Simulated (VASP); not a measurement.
Ir: single point with PBE

Ir:

```
CELL_PARAMETERS angstrom
-1.57886 1.57886 1.57886
1.57886 -1.57886 1.57886
1.57886 1.57886 -1.57886
ATOMIC_POSITIONS crystal
Ir 0.00000 0.00000 0.00000
```

```
Program             : VASP 6.6.1
Task                : single point
Functional          : PBE
Potentials or basis : VASP PAW PBE potentials, release 64 (Ir)
Cutoff              : 520 eV
k mesh              : 8 × 8 × 8
Occupations         : gaussian, width 0.1 eV
Spin                : no spin polarisation
```

```yaml
Pressure: -11.9 GPa
```

Levels at points of the mesh, in eV from the Fermi level:
| k point | band 1 | band 2 | band 3 | band 4 | band 5 | band 6 | band 7 | band 8 |
| --- | --- | --- | --- | --- | --- | --- | --- | --- |
| (0.00, 0.00, 0.00) | -9.80 | -3.18 | -3.18 | -3.18 | -0.45 | -0.45 | 16.88 | 16.88 |
| (0.50, 0.00, 0.00) | -6.71 | -4.80 | -0.63 | -0.04 | 0.08 | 1.96 | 7.14 | 12.99 |
| (0.50, 0.50, 0.50) | -6.20 | -6.20 | 1.35 | 1.35 | 1.35 | 7.63 | 7.63 | 7.63 |

It took 11 s on 1 thread of AMD EPYC 7R13, with other jobs on the host, peak memory 0.1 GiB.

Caveat: spin-orbit coupling is left out, which moves the levels of the heavy elements.
